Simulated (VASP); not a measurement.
Here is a VASP 6.6.1 calculation.

The input INCAR:

```
PREC = Accurate
ENCUT = 500
EDIFF = 1E-6
ISMEAR = 0
SIGMA = 0.01
LREAL = False
LASPH = True
NELM = 120
ALGO = Normal
ISIF = 2
LWAVE = False
LCHARG = False
GGA = PE
NBANDS = 15
GGA_COMPAT = False
```

Contents of KPOINTS:

```
regular mesh
0
Gamma
  4 4 4
```

Contents of POSCAR:

```
BaTe
1.0
    0.0000000000      3.3639132694      3.3639132694
    3.3639132694      0.0000000000      3.3639132694
    3.3639132694      3.3639132694      0.0000000000
Ba Te
1 1
Direct
    0.0000000000      0.0000000000      0.0000000000
    0.5000000000      0.5000000000      0.5000000000
```

Potentials or basis: VASP PAW PBE potentials, release 64 (Ba_sv, Te).

The run is started by

```console
$ cat potpaw_PBE.64/Ba_sv/POTCAR potpaw_PBE.64/Te/POTCAR > POTCAR
$ mpirun -np 1 vasp_std > vasp.out
```

(1) Estimate the pressure.

(2) Estimate the band gap on the k mesh.

Results:

(1) 6.4 GPa.

(2) 1.20 eV (least direct gap 1.58 eV).

Caveat: the cell stands under pressure; spin-orbit coupling is left out, which moves the levels of the heavy elements.
